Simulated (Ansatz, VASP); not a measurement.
# One calculation of Al2Au, two programs

Contents of INCAR:

```
SYSTEM = Al2Au
PREC = Accurate
ENCUT = 520
EDIFF = 1E-6
ISMEAR = 0
SIGMA = 0.1
LREAL = .FALSE.
LASPH = .TRUE.
NELM = 60
ALGO = Fast
ISIF = 2
LWAVE = .FALSE.
LCHARG = .FALSE.
GGA = PE
NBANDS = 16
```

KPOINTS

```
Automatic mesh
0
G
  12 12 12
  0 0 0
```

POSCAR

```
Al2Au
1.0
    0.0000000000      3.0882900000      3.0882900000
    3.0882900000      0.0000000000      3.0882900000
    3.0882900000      3.0882900000      0.0000000000
Al Au
2 1
Direct
    0.2500000000      0.2500000000      0.2500000000
    0.7500000000      0.7500000000      0.7500000000
    0.0000000000      0.0000000000      0.0000000000
```

Input for Ansatz:

```yaml
crystal:
  lattice:
    - [0.0, 3.08829, 3.08829]
    - [3.08829, 0.0, 3.08829]
    - [3.08829, 3.08829, 0.0]
  atoms:
    - { symbol: Al, position: [0.25, 0.25, 0.25] }
    - { symbol: Al, position: [0.75, 0.75, 0.75] }
    - { symbol: Au, position: [0.0, 0.0, 0.0] }
basis:
  ecutwfc: 420
kpoints:
  mp_grid: { grid: [12, 12, 12] }
hamiltonian:
  xc: pbe
scf:
  occupations: { method: gaussian, width: 0.1 }
output:
  forces: true
  stress: true
  eigenvalues: true
```

Alike in both runs: task single point; functional PBE; k mesh 12 × 12 × 12; occupations gaussian, width 0.1 eV; no spin polarisation.

```csv
,VASP,Ansatz
version,VASP 6.6.1,Ansatz 0.2.0
potentials or method,"VASP PAW PBE potentials, release 64 (Al, Au), cutoff 520 eV","scalar-relativistic, plane waves, PAW"
valence electrons in the cell,17,25
```

Ansatz gave:

* gap on the k mesh at the Fermi level (eV): none
* pressure (GPa): -5.2

**Question.** Which values does VASP return?

**Answer.** gap on the k mesh at the Fermi level (eV): none; pressure (GPa): -5.3.

A gap of «none» marks a metal or a gap that the smearing closes. The functional is the same, so the differences come from potentials, cutoffs and numerics. VASP's potentials hold 17 valence electrons a cell and Ansatz's 25, so a difference there can come from the potentials and not from the codes.

Spin-orbit coupling is off throughout.
